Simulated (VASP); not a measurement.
Set up this calculation in VASP 6.6.1, as the native input.

| Property | Result |
| --- | --- |
| Task | single point |
| Functional | LDA |
| Potentials or basis | VASP PAW LDA potentials, release 64 (C) |
| Cutoff | 600 eV |
| k mesh | 12 × 12 × 12 |
| Occupations | gaussian, width 0.02 eV |
| Spin | no spin polarisation |
| Dipole correction | no |
| Further INCAR settings | ALGO = Normal; EDIFF = 1e-06; NBANDS = 11 |

The structure of C lies in POSCAR:

```
C
1.0
    0.0000000000      1.7657234629      1.7657234629
    1.7657234629      0.0000000000      1.7657234629
    1.7657234629      1.7657234629      0.0000000000
C
2
Direct
    0.0000000000      0.0000000000      0.0000000000
    0.2500000000      0.2500000000      0.2500000000
```

These files were run (other wordings do the same):

INCAR

```
ALGO = Normal ; EDIFF = 1E-6
ENCUT = 600 ; GGA = CA
GGA_COMPAT = F ; ISIF = 2
ISMEAR = 0 ; LASPH = T
LCHARG = F ; LREAL = F
LWAVE = F ; NBANDS = 11
NELM = 120 ; PREC = Accurate
SIGMA = 0.02
```

KPOINTS

```
k-points
0
Gamma
  12 12 12
```

Potentials or basis: VASP PAW LDA potentials, release 64 (C).

The run is started by

```bash
$ cat potpaw_LDA.64/C/POTCAR > POTCAR
$ mpirun -np 1 vasp_std > vasp.out
```

It gave:

```
Pressure               : 0.9 GPa
Band gap on the k mesh : 4.20 eV, indirect (least direct gap 5.63 eV)
```

Wall time 19 s on 1 thread of AMD EPYC 7R13 (shared host), peak memory 0.08 GiB.
